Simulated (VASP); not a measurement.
# Ge (P6_3/mmc) in VASP: single point with LDA

Aim: the single point of Ge with LDA.

Program: VASP 6.6.1. These are calculated values, not measurements. Logs are shortened: lines on timing, memory, paths and dates and some standing lists are left out, and cuts for length are marked.

## 1. The cell of the first run

Symmetry: P6_3/mmc, No. 194, hexagonal system. The conventional cell has a = 2.461 Å, b = 2.461 Å, c = 4.055 Å, α = 90.00°, β = 90.00°, γ = 120.00°. Ge (site symmetry -6m2) has 12 Ge at 2.46 to 2.48 Å within 3.2 Å.

## 2. Single point, LDA

File INCAR:

```
PREC     = Accurate       # precision mode
ENCUT    = 520            # plane-wave cutoff, eV
EDIFF    = 1E-6           # SCF threshold, eV
ISMEAR   = -1             # smearing method
SIGMA    = 0.08           # smearing width, eV
LREAL    = F              # projectors in reciprocal space
LASPH    = T              # aspherical terms in the spheres
NELM     = 100            # most SCF steps
ALGO     = Normal         # electronic algorithm
ISIF     = 2              # what is computed and relaxed
LWAVE    = F              # write WAVECAR
LCHARG   = F              # write CHGCAR
GGA      = CA             # functional
NBANDS   = 21             # bands
```

File KPOINTS:

```
Automatic mesh
0
Gamma
  17 17 10
```

File POSCAR:

```
Ge
1.0
    2.4614932814      0.0000000000      0.0000000000
   -1.2307466407      2.1317157129      0.0000000000
    0.0000000000      0.0000000000      4.0546258191
Ge
2
Direct
    0.3333333333      0.6666666667      0.2500000000
    0.6666666667      0.3333333333      0.7500000000
```

Potentials or basis: VASP PAW LDA potentials, release 64 (Ge_d).

Launch:

```sh
$ cat potpaw_LDA.64/Ge_d/POTCAR > POTCAR
$ mpirun -np 1 vasp_std > vasp.out
```

OUTCAR:

```text
PREC = Accurate
   ENCUT = 520
   EDIFF = 1E-6
   ISMEAR = -1
   LREAL = F
   LASPH = T
   NELM = 100
   ISIF = 2
   GGA = CA

 ion  position               nearest neighbor table
   1  0.333  0.667  0.250-   2 2.48   2 2.48   2 2.48   2 2.48   2 2.48   2 2.48
   2  0.667  0.333  0.750-   1 2.48   1 2.48   1 2.48   1 2.48   1 2.48   1 2.48

  LATTYP: Found a hexagonal cell.
 ALAT       =     2.4614932814
 C/A-ratio  =     1.6472219728

  Lattice vectors:

 A1 = (   2.4614932814,   0.0000000000,   0.0000000000)
 A2 = (  -1.2307466407,   2.1317157129,   0.0000000000)
 A3 = (   0.0000000000,   0.0000000000,   4.0546258191)

Analysis of symmetry for initial positions (statically):
=====================================================================
 Subroutine PRICEL returns:
 Original cell was already a primitive cell.

 Routine SETGRP: Setting up the symmetry group for a
 hexagonal supercell.

 Subroutine GETGRP returns: Found 24 space group operations
 (whereof 12 operations were pure point group operations)
 out of a pool of 24 trial point group operations.

The static configuration has the point symmetry D_3d.
 The point group associated with its full space group is D_6h.

Analysis of symmetry for dynamics (positions and initial velocities):
=====================================================================
 Subroutine PRICEL returns:
 Original cell was already a primitive cell.

 Routine SETGRP: Setting up the symmetry group for a
 hexagonal supercell.

 Subroutine GETGRP returns: Found 24 space group operations
 (whereof 12 operations were pure point group operations)
 out of a pool of 24 trial point group operations.

The dynamic configuration has the point symmetry D_3d.
 The point group associated with its full space group is D_6h.

 Subroutine INISYM returns: Found 24 space group operations
 (whereof 12 operations are pure point group operations),
 and found     1 'primitive' translations

----------------------------------------------------------------------------------------

                                     Primitive cell

  volume of cell :      21.2754

  direct lattice vectors                    reciprocal lattice vectors
     2.461493281  0.000000000  0.000000000     0.406257457  0.234552852  0.000000000
    -1.230746641  2.131715713  0.000000000     0.000000000  0.469105704  0.000000000
     0.000000000  0.000000000  4.054625819     0.000000000  0.000000000  0.246631883

  length of vectors
     2.461493281  2.461493281  4.054625819     0.469105704  0.469105704  0.246631883

  position of ions in fractional coordinates (direct lattice)
     0.333333333  0.666666667  0.250000000
     0.666666667  0.333333333  0.750000000

  ion indices of the primitive-cell ions
   primitive index   ion index
                 1           1
                 2           2

----------------------------------------------------------------------------------------

 KPOINTS: Automatic mesh

Automatic generation of k-mesh.
 Grid dimensions read from file:
 generate k-points for:   17   17   10

 Generating k-lattice:

  Cartesian coordinates                     Fractional coordinates (reciprocal lattice)
     0.023897497  0.013797227  0.000000000     0.058823529  0.000000000  0.000000000
     0.000000000  0.027594453  0.000000000     0.000000000  0.058823529  0.000000000
     0.000000000  0.000000000  0.024663188     0.000000000  0.000000000  0.100000000

  Length of vectors
     0.027594453  0.027594453  0.024663188

  Shift w.r.t. Gamma in fractional coordinates (k-lattice)
     0.000000000  0.000000000  0.000000000

 Subroutine IBZKPT returns following result:
 ===========================================

 Found    198 irreducible k-points:

 Following reciprocal coordinates:
            Coordinates               Weight
  0.000000  0.000000  0.000000      1.000000
  0.058824 -0.000000  0.000000      6.000000
  0.117647 -0.000000  0.000000      6.000000
  0.176471 -0.000000  0.000000      6.000000
  0.235294 -0.000000  0.000000      6.000000
  0.294118  0.000000  0.000000      6.000000
[... 16 lines left out ...]
  0.411765  0.117647  0.000000     12.000000
  0.176471  0.176471  0.000000      6.000000
 [... further k-points ...]
   k-points           NKPTS =    198   k-points in BZ     NKDIM =    198   number of bands    NBANDS=     21
   number of dos      NEDOS =    301   number of ions     NIONS =      2
   total plane-waves  NPLWV =   9720
   dimension x,y,z NGX =    18 NGY =   18 NGZ =   30
   dimension x,y,z NGXF=    36 NGYF=   36 NGZF=   60
   ions per type =               2
   NGX,Y,Z   is equivalent  to a cutoff of  12.16, 12.16, 12.30 a.u.
   NGXF,Y,Z  is equivalent  to a cutoff of  24.31, 24.31, 24.60 a.u.
 SYSTEM =  unknown system
   PREC   = accura    normal or accurate (medium, high low for compatibility)
   ISTART =      0    job   : 0-new  1-cont  2-samecut
   ICHARG =      2    charge: 1-file 2-atom 10-const
   ISPIN  =      1    spin polarized calculation?
   LNONCOLLINEAR =      F non collinear calculations
   LSORBIT =      F    spin-orbit coupling
   LASPH  =      T    aspherical Exc in radial PAW
   ENCUT  =  520.0 eV  38.22 Ry    6.18 a.u.   4.58  4.58  7.54*2*pi/ulx,y,z
   NELM   =    100;   NELMIN=  2; NELMDL= -5     # of ELM steps
   EDIFF  = 0.1E-05   stopping-criterion for ELM
   LREAL  =      F    real-space projection
[... 7 lines left out ...]
   TEBEG  =    0.0;   TEEND  =   0.0 temperature during run
   PSTRESS=    0.0 pullay stress
   NELECT =      28.0000    total number of electrons
   NUPDOWN=      -1.0000    fix difference up-down
   EMIN   =  10.00;   EMAX   =-10.00  energy-range for DOS
   EFERMI =   0.00;   METHOD = LEGACY
   ISMEAR =    -1;   SIGMA  =   0.08  broadening in eV -4-tet -1-fermi 0-gaus
   EFERMI_NEDOS =   21; number of points for ismear=-14 and -15
   IALGO  =     38    algorithm
   IMIX   =      4    mixing-type and parameters
     AMIX     =   0.40;   BMIX     =  1.00
     AMIX_MAG =   1.60;   BMIX_MAG =  1.00
  volume/ion in A,a.u.               =      10.64        71.79
  Fermi-wavevector in a.u.,A,eV,Ry     =   1.794050  3.390263 43.791933  3.218616
  Thomas-Fermi vector in A             =   2.856085
   LORBIT       =      0    0 simple, 1 ext, 2 COOP (PROOUT), +10 PAW based schemes
   GGA     = CA    functional components
   LHFCALC =     F    Hartree Fock is set to
   AEXX    =    0.0000 exact exchange contribution
   IVDW    =     0    specifies the selected vdW correction
   LEPSILON=     F    determine dielectric tensor
   LRPA    =     F    only Hartree local field effects (RPA)
 non-spin polarized calculation
  energy-cutoff  :      520.00
  volume of cell :       21.28
 maximum number of plane-waves:       592
   NGX =  9   NGY =  9   NGZ = 15

 number of electron      27.9999968 magnetization

 Free energy of the ion-electron system (eV)
  ---------------------------------------------------
  ext. energy  EPLUGINS =         0.00000000
  ---------------------------------------------------
  free energy    TOTEN  =        -6.05540069 eV

  energy without entropy =       -6.04351809  energy(sigma->0) =       -6.04945939

 E-fermi :  14.9488     XC(G=0): -14.8337

 val. band max:       14.9181300203   @ k =   0.4118   0.1176   0.1000
 cond. band min:      14.9625923440   @ k =   0.2353   0.1176   0.5000
 fundamental gap:      0.0444623237
 Fermi energy:        14.9487877371

 k-point     1 :       0.0000    0.0000    0.0000
  band No.  band energies     occupation
      1     -11.1810      2.00000
      2     -11.0257      2.00000
      3     -10.9838      2.00000
      4     -10.9838      2.00000
      5     -10.9372      2.00000
      6     -10.9372      2.00000
[... 13 lines left out ...]
     20      31.6738      0.00000
     21      34.3774      0.00000

 k-point     2 :       0.0588   -0.0000    0.0000
  band No.  band energies     occupation
      1     -11.1712      2.00000
      2     -11.0327      2.00000
      3     -10.9733      2.00000
      4     -10.9688      2.00000
      5     -10.9381      2.00000
      6     -10.9232      2.00000
[... 13 lines left out ...]
     20      32.0996      0.00000
     21      33.7656      0.00000

 k-point     3 :       0.1176   -0.0000    0.0000
  band No.  band energies     occupation
      1     -11.1536      2.00000
      2     -11.0432      2.00000
      3     -10.9573      2.00000
      4     -10.9267      2.00000
      5     -10.9256      2.00000
      6     -10.8830      2.00000
[... 13 lines left out ...]
     20      31.9837      0.00000
     21      33.2420      0.00000

 k-point     4 :       0.1765   -0.0000    0.0000
  band No.  band energies     occupation
      1     -11.1638      2.00000
      2     -11.0289      2.00000
      3     -10.9640      2.00000
      4     -10.9143      2.00000
      5     -10.8818      2.00000
      6     -10.8756      2.00000
[... 13 lines left out ...]
     20      31.7587      0.00000
     21      33.6290      0.00000

 k-point     5 :       0.2353   -0.0000    0.0000
  band No.  band energies     occupation
      1     -11.2043      2.00000
      2     -11.0216      2.00000
      3     -10.9762      2.00000
      4     -10.9458      2.00000
      5     -10.9106      2.00000
      6     -10.8073      2.00000
[... 13 lines left out ...]
     20      31.6261      0.00000
     21      33.2150      0.00000
[... 382 lines left out ...]
     20      28.2044      0.00000
     21      35.7800      0.00000

 k-point    22 :       0.3529    0.1176    0.0000
  band No.  band energies     occupation
      1     -11.2668      2.00000
      2     -11.1683      2.00000
      3     -11.0504      2.00000
      4     -10.9818      2.00000
      5     -10.8289      2.00000
      6     -10.8276      2.00000
[... 13 lines left out ...]
     20      27.8349      0.00000
     21      36.5543      0.00000

 k-point    23 :       0.4118    0.1176    0.0000
  band No.  band energies     occupation
      1     -11.2837      2.00000
      2     -11.1937      2.00000
      3     -11.0565      2.00000
      4     -10.9851      2.00000
      5     -10.8445      2.00000
      6     -10.8036      2.00000
[... 13 lines left out ...]
     20      27.6482      0.00000
     21      36.3638      0.00000

 k-point    24 :       0.1765    0.1765    0.0000
  band No.  band energies     occupation
      1     -11.1100      2.00000
      2     -11.1097      2.00000
      3     -11.0467      2.00000
      4     -10.9622      2.00000
      5     -10.8828      2.00000
      6     -10.8176      2.00000
[... 13 lines left out ...]
     20      31.4719      0.00000
     21      32.9737      0.00000

 [... further k-points ...]
[... 5 lines left out ...]
  --------------------------------------------------------------------------------------
  -------------------------------------------------------------------------------------
  Total       17.4530211     17.4530211     17.4393000      0.0000000      0.0000000      0.0000000
  in kB     1314.3241043   1314.3241043   1313.2908200      0.0000000      0.0000000      0.0000000
  external PRESSURE =    1313.9796762 kB  Pullay stress =       0.0000000 kB

 VOLUME and BASIS-vectors are now :
 -----------------------------------------------------------------------------
  energy-cutoff  :      520.00
  volume of cell :       21.28
      direct lattice vectors                 reciprocal lattice vectors
     2.461493281  0.000000000  0.000000000     0.406257457  0.234552852  0.000000000
    -1.230746641  2.131715713  0.000000000     0.000000000  0.469105704  0.000000000
     0.000000000  0.000000000  4.054625819     0.000000000  0.000000000  0.246631883

 POSITION                                       TOTAL-FORCE (eV/Angst)
 -----------------------------------------------------------------------------------
     -0.00000      1.42114      1.01366         0.000000      0.000000      0.000000
      1.23075      0.71057      3.04097        -0.000000     -0.000000      0.000000
 -----------------------------------------------------------------------------------
    total drift:                               -0.000000      0.000000     -0.000000

  FREE ENERGIE OF THE ION-ELECTRON SYSTEM (eV)
  ---------------------------------------------------
  free  energy   TOTEN  =        -6.0554006938 eV

  energy  without entropy=       -6.0435180940  energy(sigma->0) =       -6.04945939
```

Run time: 45 s. Hardware: 1 thread of Intel Xeon Platinum 8488C (Sapphire Rapids), shared host; peak memory 0.17 GiB.

What came out:

```
Free energy            : -6.0554 eV
Pressure               : 131.4 GPa
Band gap on the k mesh : zero (band 14 reaches 26.45 eV, above the bottom of band 15 at 9.89 eV)
```

Levels at points of the mesh, in eV from the Fermi level:
```
           k point  band 11  band 12  band 13  band 14  band 15  band 16  band 17  band 18
(0.00, 0.00, 0.00)   -19.82   -10.33    -9.97    11.41    11.41    13.99    13.99    15.31
(0.00, 0.00, 0.50)   -17.42   -17.42     1.56     1.56    13.40    13.40    13.40    13.40
```
